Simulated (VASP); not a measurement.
Write the native input for VASP 6.6.1 that does the following.

| Property | Result |
| --- | --- |
| Task | single point |
| Functional | r2SCAN |
| Potentials or basis | VASP PAW PBE potentials, release 64 (Ga_d, N_h) |
| Cutoff | 1460 eV |
| k mesh | 8 × 8 × 4 |
| Occupations | gaussian, width 0.01 eV |
| Spin | no spin polarisation |
| Dipole correction | no |
| Further INCAR settings | ALGO = Normal; EDIFF = 1e-06; NBANDS = 26 |

The system is GaN.

```xyz
4
Lattice="3.1941 0.0000 0.0000 -1.5970 2.7662 0.0000 0.0000 0.0000 5.2011" Properties=species:S:1:pos:R:3 pbc="T T T"
Ga    0.0000    1.8441   -0.0047
Ga    1.5970    0.9221    2.5959
N     0.0000    1.8441    1.9551
N     1.5970    0.9221    4.5557
```

The input as run:

POSCAR

```
GaN
1.0
    3.1940996559      0.0000000000      0.0000000000
   -1.5970498280      2.7661714442      0.0000000000
    0.0000000000      0.0000000000      5.2011359953
Ga N
2 2
Direct
    0.3333333333      0.6666666667     -0.0009013798
    0.6666666667      0.3333333333      0.4990986202
    0.3333333333      0.6666666667      0.3759013798
    0.6666666667      0.3333333333      0.8759013798
```

INCAR.step1

```
SYSTEM = GaN
PREC     = Accurate       ! precision mode
ENCUT    = 1460           ! plane-wave cutoff, eV
ISMEAR   = 0              ! smearing method
SIGMA    = 0.01           ! smearing width, eV
LREAL    = .FALSE.        ! projectors in reciprocal space
LASPH    = .TRUE.         ! aspherical terms in the spheres
NELM     = 120            ! most SCF steps
NBANDS   = 26             ! bands
GGA      = PE             ! functional
ALGO     = Normal         ! electronic algorithm
EDIFF    = 1E-5           ! SCF threshold, eV
LWAVE    = .TRUE.         ! write WAVECAR
LCHARG   = .FALSE.        ! write CHGCAR
GGA_COMPAT= .FALSE.
```

INCAR.step2

```
SYSTEM = GaN
PREC     = Accurate       ! precision mode
ENCUT    = 1460           ! plane-wave cutoff, eV
EDIFF    = 1E-6           ! SCF threshold, eV
ISMEAR   = 0              ! smearing method
SIGMA    = 0.01           ! smearing width, eV
LREAL    = .FALSE.        ! projectors in reciprocal space
LASPH    = .TRUE.         ! aspherical terms in the spheres
NELM     = 120            ! most SCF steps
ALGO     = Normal         ! electronic algorithm
ISIF     = 2              ! what is computed and relaxed
LWAVE    = .FALSE.        ! write WAVECAR
LCHARG   = .FALSE.        ! write CHGCAR
METAGGA  = R2SCAN         ! meta-GGA
LMIXTAU  = .TRUE.       
NBANDS   = 26             ! bands
ISTART   = 1            
GGA_COMPAT= .FALSE.
```

KPOINTS

```
Automatic mesh
0
G
  8 8 4
  0 0 0
```

Potentials or basis: VASP PAW PBE potentials, release 64 (Ga_d, N_h).

Launch:

```bash
$ cat potpaw_PBE.64/Ga_d/POTCAR potpaw_PBE.64/N_h/POTCAR > POTCAR
$ cp INCAR.step1 INCAR
$ mpirun -np 1 vasp_std > vasp.out
$ cp INCAR.step2 INCAR
$ mpirun -np 1 vasp_std > vasp.out
```

Results of the run:

```
Pressure               : -1.0 GPa
Band gap on the k mesh : 2.27 eV
```

Caveat: the PAW data sets were made with another functional, which shifts forces and pressure a little.

It took 8.4 min on 1 thread of AMD EPYC 7R13 Processor (Zen 3) (shared host), peak memory 0.42 GiB.
